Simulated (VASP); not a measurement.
MnC6, 7 atoms in the cell. Symmetry: P6/mmm, No. 191, hexagonal system. The conventional cell has a = 4.352 Å, b = 4.352 Å, c = 3.628 Å, α = 90.00°, β = 90.00°, γ = 120.00°. Within 3.1 Å of Mn (site symmetry 6/mmm) lie 12 C at 2.33 Å. Within 1.9 Å of C (site symmetry m2m) lie 3 C at 1.44 to 1.45 Å. 

* Program: VASP 6.6.1
* Task: single point
* Functional: PBE
* Potentials or basis: VASP PAW PBE potentials, release 64 (Mn_pv, C)
* Cutoff: 520 eV
* k mesh: 6 × 6 × 6
* Occupations: gaussian, width 0.2 eV
* Spin: collinear spin, ferromagnetic start
* Starting moments: [3.28, 0.0, 0.0, 0.0, 0.0, 0.0, 0.0] μB
* Dipole correction: no
* Further INCAR settings: ALGO = Normal; EDIFF = 1e-06; NBANDS = 32

Potentials or basis: VASP PAW PBE potentials, release 64 (Mn_pv, C).

Run with:

```console
$ cat potpaw_PBE.64/Mn_pv/POTCAR potpaw_PBE.64/C/POTCAR > POTCAR
$ mpirun -np 1 vasp_std > vasp.out
```

Hardware: 1 thread of Intel(R) Xeon(R) 6975P-C (Granite Rapids), on a shared host.

**Question.** Estimate the wall time of this run.

**Answer.** Run time: 54 s on 1 thread of Intel(R) Xeon(R) 6975P-C (Granite Rapids), on a shared host, peak memory 0.24 GiB. Counts: scf iterations 17, k points 28.
